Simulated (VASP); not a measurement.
Write the native input for VASP 6.6.1 that does the following.

| Quantity | Value |
| --- | --- |
| Task | single point |
| Functional | r2SCAN |
| Potentials or basis | VASP PAW PBE potentials, release 64 (Al, Ga_d, N) |
| Cutoff | 520 eV |
| k mesh | 8 × 8 × 6 |
| Occupations | gaussian, width 0.05 eV |
| Spin | no spin polarisation |
| Dipole correction | no |
| Further INCAR settings | ALGO = Normal; EDIFF = 1e-06; NBANDS = 21 |

Crystal: AlGaN2.

```
CELL_PARAMETERS angstrom
3.18799 0.00000 0.00000
0.00000 3.18799 0.00000
0.00000 0.00000 4.49020
ATOMIC_POSITIONS crystal
Al 0.50000 0.50000 0.50000
Ga 0.00000 0.00000 0.00000
N 0.50000 0.00000 0.73826
N 0.00000 0.50000 0.26174
```

This cell differs from its parent crystal: strain +0.015 along x and y, +0.015 along z.

The input as run:

POSCAR

```
AlGaN2
1.0
    3.1879902044      0.0000000000      0.0000000000
    0.0000000000      3.1879902044      0.0000000000
    0.0000000000      0.0000000000      4.4901955091
Al Ga N
1 1 2
Direct
    0.5000000000      0.5000000000      0.5000000000
    0.0000000000      0.0000000000      0.0000000000
    0.5000000000      0.0000000000      0.7382648100
    0.0000000000      0.5000000000      0.2617351900
```

INCAR.step1

```
SYSTEM = AlGaN2
PREC = Accurate ; ENCUT = 520
ISMEAR = 0 ; SIGMA = 0.05
LREAL = .FALSE. ; LASPH = .TRUE.
NELM = 60 ; NBANDS = 21
GGA = PE ; ALGO = Normal
EDIFF = 1E-4 ; LWAVE = .TRUE.
LCHARG = .FALSE.
```

INCAR.step2

```
SYSTEM = AlGaN2
PREC = Accurate ; ENCUT = 520
EDIFF = 1E-6 ; ISMEAR = 0
SIGMA = 0.05 ; LREAL = .FALSE.
LASPH = .TRUE. ; NELM = 60
ALGO = Normal ; ISIF = 2
LWAVE = .FALSE. ; LCHARG = .FALSE.
METAGGA = R2SCAN ; LMIXTAU = .TRUE.
NBANDS = 21 ; ISTART = 1
```

KPOINTS

```
regular mesh
0
G
  8 8 6
  0 0 0
```

Potentials or basis: VASP PAW PBE potentials, release 64 (Al, Ga_d, N).

The run is started by

```console
$ cat potpaw_PBE.64/Al/POTCAR potpaw_PBE.64/Ga_d/POTCAR potpaw_PBE.64/N/POTCAR > POTCAR
$ cp INCAR.step1 INCAR
$ mpirun -np 1 vasp_std > vasp.out
$ cp INCAR.step2 INCAR
$ mpirun -np 1 vasp_std > vasp.out
```

It gave:

| Property | Result |
| --- | --- |
| Pressure | -8.4 GPa |
| Largest force | 0.005 eV/Å |
| Band gap on the k mesh | 3.02 eV, direct |

Caveat: the cell differs from its parent crystal (strain +0.015 along x and y, +0.015 along z); the PAW data sets were made with another functional, which shifts forces and pressure a little.

Run time: 58 s on 1 thread of Intel(R) Xeon(R) 6975P-C (Granite Rapids) (shared host), peak memory 0.2 GiB.
